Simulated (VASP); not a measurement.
# TiSi2 (Cmcm) in VASP: single point with PBEsol

Aim: the single point of TiSi2 with PBEsol.

Program: VASP 6.6.1. These are calculated values, not measurements. Logs are shortened: lines on timing, memory, paths and dates and some standing lists are left out, and cuts for length are marked.

### Step 1. The cell of the first run

It takes space group Cmcm (No. 63, orthorhombic). Conventional cell: a = 3.376 Å, b = 12.814 Å, c = 3.840 Å, α = 90.00°, β = 90.00°, γ = 90.00°. Within 3.4 Å of Ti (site symmetry m2m) lie 10 Si at 2.54 to 2.69 Å and 4 Ti at 3.25 to 3.38 Å. Within 3.2 Å of Si (site symmetry m2m) lie 6 Si at 2.46 to 3.10 Å and 6 Ti at 2.61 to 2.68 Å. Within 3.4 Å of Si (site symmetry m2m) lie 4 Ti at 2.54 to 2.69 Å and 10 Si at 2.56 to 3.38 Å.

### Step 2. Single point, PBEsol (strain -0.040 along x and y, +0.080 along z)

Input file INCAR:

```
PREC     = Accurate       # precision mode
ENCUT    = 520            # plane-wave cutoff, eV
EDIFF    = 1E-6           # SCF threshold, eV
ISMEAR   = 0              # smearing method
SIGMA    = 0.15           # smearing width, eV
LREAL    = F              # projectors in reciprocal space
LASPH    = T              # aspherical terms in the spheres
NELM     = 80             # most SCF steps
ALGO     = Normal         # electronic algorithm
ISIF     = 2              # what is computed and relaxed
LWAVE    = F              # write WAVECAR
LCHARG   = F              # write CHGCAR
GGA      = PS             # functional
NBANDS   = 29             # bands
```

Input file KPOINTS:

```
Automatic mesh
0
Gamma
  14 14 14
```

Input file POSCAR:

```
TiSi2
1.0
    1.6881838071     -6.4071589862      0.0000000000
    1.6881838071      6.4071589862      0.0000000000
    0.0000000000      0.0000000000      3.8400643967
Ti Si
2 4
Direct
    0.8975172580      0.1024827420      0.7500000000
    0.1024827420      0.8975172580      0.2500000000
    0.5599863191      0.4400136809      0.7500000000
    0.4400136809      0.5599863191      0.2500000000
    0.2497198029      0.7502801971      0.7500000000
    0.7502801971      0.2497198029      0.2500000000
```

Potentials or basis: VASP PAW PBE potentials, release 64 (Ti_sv, Si).

Run with:

```console
cat potpaw_PBE.64/Ti_sv/POTCAR potpaw_PBE.64/Si/POTCAR > POTCAR
mpirun -np 1 vasp_std > vasp.out
```

OUTCAR:

```text
PREC = Accurate
   ENCUT = 520
   EDIFF = 1E-6
   ISMEAR = 0
   LREAL = F
   LASPH = T
   NELM = 80
   ISIF = 2
   GGA = PS

 ion  position               nearest neighbor table
   1  0.898  0.102  0.750-   5 2.54   5 2.54   4 2.61   4 2.61   4 2.61   4 2.61   3 2.68   3 2.68
                             6 2.69   6 2.69
   2  0.102  0.898  0.250-   6 2.54   6 2.54   3 2.61   3 2.61   3 2.61   3 2.61   4 2.68   4 2.68
                             5 2.69   5 2.69
   3  0.560  0.440  0.750-   4 2.46   4 2.46   2 2.61   2 2.61   2 2.61   2 2.61   1 2.68   1 2.68
                             5 2.96   5 2.96   6 3.10   6 3.10
   4  0.440  0.560  0.250-   3 2.46   3 2.46   1 2.61   1 2.61   1 2.61   1 2.61   2 2.68   2 2.68
                             6 2.96   6 2.96   5 3.10   5 3.10
   5  0.250  0.750  0.750-   1 2.54   1 2.54   6 2.56   6 2.56   6 2.56   6 2.56   2 2.69   2 2.69
                             3 2.96   3 2.96   4 3.10   4 3.10
   6  0.750  0.250  0.250-   2 2.54   2 2.54   5 2.56   5 2.56   5 2.56   5 2.56   1 2.69   1 2.69
                             4 2.96   4 2.96   3 3.10   3 3.10

  LATTYP: Found a base centered orthorhombic cell.
 ALAT       =     3.3763676142
 B/A-ratio  =     3.7952970282
 C/A-ratio  =     1.1373359881

  Lattice vectors:

 A1 = (   1.6881838071,  -6.4071589862,   0.0000000000)
 A2 = (   1.6881838071,   6.4071589862,   0.0000000000)
 A3 = (   0.0000000000,   0.0000000000,   3.8400643967)

Analysis of symmetry for initial positions (statically):
=====================================================================
 Subroutine PRICEL returns:
 Original cell was already a primitive cell.

 Routine SETGRP: Setting up the symmetry group for a
 base centered orthorhombic supercell.

 Subroutine GETGRP returns: Found  8 space group operations
 (whereof  4 operations were pure point group operations)
 out of a pool of  8 trial point group operations.

The static configuration has the point symmetry C_2h.
 The point group associated with its full space group is D_2h.

Analysis of symmetry for dynamics (positions and initial velocities):
=====================================================================
 Subroutine PRICEL returns:
 Original cell was already a primitive cell.

 Routine SETGRP: Setting up the symmetry group for a
 base centered orthorhombic supercell.

 Subroutine GETGRP returns: Found  8 space group operations
 (whereof  4 operations were pure point group operations)
 out of a pool of  8 trial point group operations.

The dynamic configuration has the point symmetry C_2h.
 The point group associated with its full space group is D_2h.

 Subroutine INISYM returns: Found  8 space group operations
 (whereof  4 operations are pure point group operations),
 and found     1 'primitive' translations

----------------------------------------------------------------------------------------

                                     Primitive cell

  volume of cell :      83.0718

  direct lattice vectors                    reciprocal lattice vectors
     1.688183807 -6.407158986  0.000000000     0.296176280 -0.078037708  0.000000000
     1.688183807  6.407158986  0.000000000     0.296176280  0.078037708  0.000000000
     0.000000000  0.000000000  3.840064397     0.000000000  0.000000000  0.260412300

  length of vectors
     6.625832087  6.625832087  3.840064397     0.306284627  0.306284627  0.260412300

  position of ions in fractional coordinates (direct lattice)
     0.897517258  0.102482742  0.750000000
     0.102482742  0.897517258  0.250000000
     0.559986319  0.440013681  0.750000000
     0.440013681  0.559986319  0.250000000
     0.249719803  0.750280197  0.750000000
     0.750280197  0.249719803  0.250000000

  ion indices of the primitive-cell ions
   primitive index   ion index
                 1           1
                 2           2
                 3           3
                 4           4
                 5           5
                 6           6

----------------------------------------------------------------------------------------

 KPOINTS: Automatic mesh

Automatic generation of k-mesh.
 Grid dimensions read from file:
 generate k-points for:   14   14   14

 Generating k-lattice:

  Cartesian coordinates                     Fractional coordinates (reciprocal lattice)
     0.021155449 -0.005574122  0.000000000     0.071428571  0.000000000  0.000000000
     0.021155449  0.005574122  0.000000000     0.000000000  0.071428571  0.000000000
     0.000000000  0.000000000  0.018600879     0.000000000  0.000000000  0.071428571

  Length of vectors
     0.021877473  0.021877473  0.018600879

  Shift w.r.t. Gamma in fractional coordinates (k-lattice)
     0.000000000  0.000000000  0.000000000

 Subroutine IBZKPT returns following result:
 ===========================================

 Found    456 irreducible k-points:

 Following reciprocal coordinates:
            Coordinates               Weight
  0.000000  0.000000  0.000000      1.000000
  0.071429  0.000000  0.000000      4.000000
  0.142857  0.000000  0.000000      4.000000
  0.214286  0.000000  0.000000      4.000000
  0.285714  0.000000  0.000000      4.000000
  0.357143  0.000000  0.000000      4.000000
[... 16 lines left out ...]
  0.214286  0.142857  0.000000      4.000000
  0.285714  0.142857  0.000000      4.000000
 [... further k-points ...]
   k-points           NKPTS =    456   k-points in BZ     NKDIM =    456   number of bands    NBANDS=     29
   number of dos      NEDOS =    301   number of ions     NIONS =      6
   total plane-waves  NPLWV =  75000
   dimension x,y,z NGX =    50 NGY =   50 NGZ =   30
   dimension x,y,z NGXF=   100 NGYF=  100 NGZF=   60
   ions per type =               2   4
   NGX,Y,Z   is equivalent  to a cutoff of  12.55, 12.55, 12.99 a.u.
   NGXF,Y,Z  is equivalent  to a cutoff of  25.09, 25.09, 25.98 a.u.
 SYSTEM =  unknown system
   PREC   = accura    normal or accurate (medium, high low for compatibility)
   ISTART =      0    job   : 0-new  1-cont  2-samecut
   ICHARG =      2    charge: 1-file 2-atom 10-const
   ISPIN  =      1    spin polarized calculation?
   LNONCOLLINEAR =      F non collinear calculations
   LSORBIT =      F    spin-orbit coupling
   LASPH  =      T    aspherical Exc in radial PAW
   ENCUT  =  520.0 eV  38.22 Ry    6.18 a.u.  12.32 12.32  7.14*2*pi/ulx,y,z
   NELM   =     80;   NELMIN=  2; NELMDL= -5     # of ELM steps
   EDIFF  = 0.1E-05   stopping-criterion for ELM
   LREAL  =      F    real-space projection
[... 7 lines left out ...]
   TEBEG  =    0.0;   TEEND  =   0.0 temperature during run
   PSTRESS=    0.0 pullay stress
   NELECT =      40.0000    total number of electrons
   NUPDOWN=      -1.0000    fix difference up-down
   EMIN   =  10.00;   EMAX   =-10.00  energy-range for DOS
   EFERMI =   0.00;   METHOD = LEGACY
   ISMEAR =     0;   SIGMA  =   0.15  broadening in eV -4-tet -1-fermi 0-gaus
   EFERMI_NEDOS =   21; number of points for ismear=-14 and -15
   IALGO  =     38    algorithm
   IMIX   =      4    mixing-type and parameters
     AMIX     =   0.40;   BMIX     =  1.00
     AMIX_MAG =   1.60;   BMIX_MAG =  1.00
  volume/ion in A,a.u.               =      13.85        93.43
  Fermi-wavevector in a.u.,A,eV,Ry     =   1.283148  2.424799 22.401585  1.646470
  Thomas-Fermi vector in A             =   2.415418
   LORBIT       =      0    0 simple, 1 ext, 2 COOP (PROOUT), +10 PAW based schemes
   GGA     = PS    functional components
   LHFCALC =     F    Hartree Fock is set to
   AEXX    =    0.0000 exact exchange contribution
   IVDW    =     0    specifies the selected vdW correction
   LEPSILON=     F    determine dielectric tensor
   LRPA    =     F    only Hartree local field effects (RPA)
 non-spin polarized calculation
 Gauss-broadening in eV      SIGMA  =   0.15
  energy-cutoff  :      520.00
  volume of cell :       83.07
 maximum number of plane-waves:      2270
 NGX is ok and might be reduce to    50
   NGX = 25   NGY = 25   NGZ = 15

 number of electron      40.0000000 magnetization

 Free energy of the ion-electron system (eV)
  ---------------------------------------------------
  ext. energy  EPLUGINS =         0.00000000
  ---------------------------------------------------
  free energy    TOTEN  =       -43.19560342 eV

  energy without entropy =      -43.17446362  energy(sigma->0) =      -43.18503352

 E-fermi :  10.6923     XC(G=0): -11.8487

 val. band max:       10.6883431855   @ k =   0.0714   0.0000   0.2857
 cond. band min:      10.6956264932   @ k =  -0.3571   0.3571   0.4286
 fundamental gap:      0.0072833076
 Fermi energy:        10.6922505844

 k-point     1 :       0.0000    0.0000    0.0000
  band No.  band energies     occupation
      1     -45.6586      2.00000
      2     -45.6462      2.00000
      3     -22.1943      2.00000
      4     -22.1521      2.00000
      5     -22.0935      2.00000
      6     -22.0268      2.00000
[... 21 lines left out ...]
     28      14.0555      0.00000
     29      14.4430      0.00000

 k-point     2 :       0.0714    0.0000    0.0000
  band No.  band energies     occupation
      1     -45.6582      2.00000
      2     -45.6458      2.00000
      3     -22.1937      2.00000
      4     -22.1516      2.00000
      5     -22.0925      2.00000
      6     -22.0328      2.00000
[... 21 lines left out ...]
     28      14.0812      0.00000
     29      14.1300      0.00000

 k-point     3 :       0.1429    0.0000    0.0000
  band No.  band energies     occupation
      1     -45.6570      2.00000
      2     -45.6448      2.00000
      3     -22.1918      2.00000
      4     -22.1501      2.00000
      5     -22.0895      2.00000
      6     -22.0494      2.00000
[... 21 lines left out ...]
     28      14.1175      0.00000
     29      14.1945      0.00000

 k-point     4 :       0.2143    0.0000    0.0000
  band No.  band energies     occupation
      1     -45.6554      2.00000
      2     -45.6433      2.00000
      3     -22.1892      2.00000
      4     -22.1480      2.00000
      5     -22.0852      2.00000
      6     -22.0731      2.00000
[... 21 lines left out ...]
     28      13.9836      0.00000
     29      14.7984      0.00000

 k-point     5 :       0.2857    0.0000    0.0000
  band No.  band energies     occupation
      1     -45.6536      2.00000
      2     -45.6416      2.00000
      3     -22.1862      2.00000
      4     -22.1457      2.00000
      5     -22.0998      2.00000
      6     -22.0807      2.00000
[... 21 lines left out ...]
     28      13.8518      0.00000
     29      14.9945      0.00000
[... 510 lines left out ...]
     28      14.1001      0.00000
     29      14.4153      0.00000

 k-point    22 :       0.1429    0.1429    0.0000
  band No.  band energies     occupation
      1     -45.6536      2.00000
      2     -45.6416      2.00000
      3     -22.1863      2.00000
      4     -22.1455      2.00000
      5     -22.0996      2.00000
      6     -22.0811      2.00000
[... 21 lines left out ...]
     28      14.0389      0.00000
     29      14.8242      0.00000

 k-point    23 :       0.2143    0.1429    0.0000
  band No.  band energies     occupation
      1     -45.6520      2.00000
      2     -45.6401      2.00000
      3     -22.1837      2.00000
      4     -22.1434      2.00000
      5     -22.1233      2.00000
      6     -22.0995      2.00000
[... 21 lines left out ...]
     28      13.9603      0.00000
     29      14.3597      0.00000

 k-point    24 :       0.2857    0.1429    0.0000
  band No.  band energies     occupation
      1     -45.6508      2.00000
      2     -45.6390      2.00000
      3     -22.1818      2.00000
      4     -22.1420      2.00000
      5     -22.1396      2.00000
      6     -22.1145      2.00000
[... 21 lines left out ...]
     28      13.7652      0.00000
     29      14.3696      0.00000

 [... further k-points ...]

------------------------ aborting loop because EDIFF is reached ----------------------------------------

  FORCE on cell =-STRESS in cart. coord.  units (eV):
  Direction    XX          YY          ZZ          XY          YZ          ZX
  --------------------------------------------------------------------------------------
  -------------------------------------------------------------------------------------
  Total        3.5546126      5.0310817     -8.2818252      0.0000000     -0.0000000      0.0000000
  in kB       68.5565762     97.0327227   -159.7286824      0.0000000     -0.0000000      0.0000000
  external PRESSURE =       1.9535389 kB  Pullay stress =       0.0000000 kB

 VOLUME and BASIS-vectors are now :
 -----------------------------------------------------------------------------
  energy-cutoff  :      520.00
  volume of cell :       83.07
      direct lattice vectors                 reciprocal lattice vectors
     1.688183807 -6.407158986  0.000000000     0.296176280 -0.078037708  0.000000000
     1.688183807  6.407158986  0.000000000     0.296176280  0.078037708  0.000000000
     0.000000000  0.000000000  3.840064397     0.000000000  0.000000000  0.260412300

 POSITION                                       TOTAL-FORCE (eV/Angst)
 -----------------------------------------------------------------------------------
      1.68818     -5.09391      2.88005         0.000000     -0.435362      0.000000
      1.68818      5.09391      0.96002         0.000000      0.435362      0.000000
      1.68818     -0.76868      2.88005         0.000000     -0.013183     -0.000000
      1.68818      0.76868      0.96002         0.000000      0.013183     -0.000000
      1.68818      3.20717      2.88005         0.000000      0.480838     -0.000000
      1.68818     -3.20717      0.96002         0.000000     -0.480838     -0.000000
 -----------------------------------------------------------------------------------
    total drift:                                0.000000      0.000000     -0.000000

  FREE ENERGIE OF THE ION-ELECTRON SYSTEM (eV)
  ---------------------------------------------------
  free  energy   TOTEN  =       -43.1956034200 eV

  energy  without entropy=      -43.1744636186  energy(sigma->0) =      -43.18503352
```

Run time: 43 min. Hardware: 1 thread of Intel Xeon 8259CL, shared host; peak memory 0.92 GiB.

Results:

```yaml
Free_energy: -43.1956 eV
Pressure: 0.2 GPa
Largest_force: 0.481 eV/Å
Band_gap_on_the_k_mesh: zero (bands 20 and 21 overlap by 1.28 eV)
```

Forces on the atoms (eV/Å):
```
Ti   0.000 -0.435  0.000
Ti   0.000  0.435  0.000
Si   0.000 -0.013  0.000
Si   0.000  0.013  0.000
Si   0.000  0.481  0.000
Si   0.000 -0.481  0.000
```

Caveat: the cell differs from its parent crystal (strain -0.040 along x and y, +0.080 along z); the stress differs along the axes, from -16 to 10 GPa; the PAW data sets were made with another functional, which shifts forces and pressure a little.
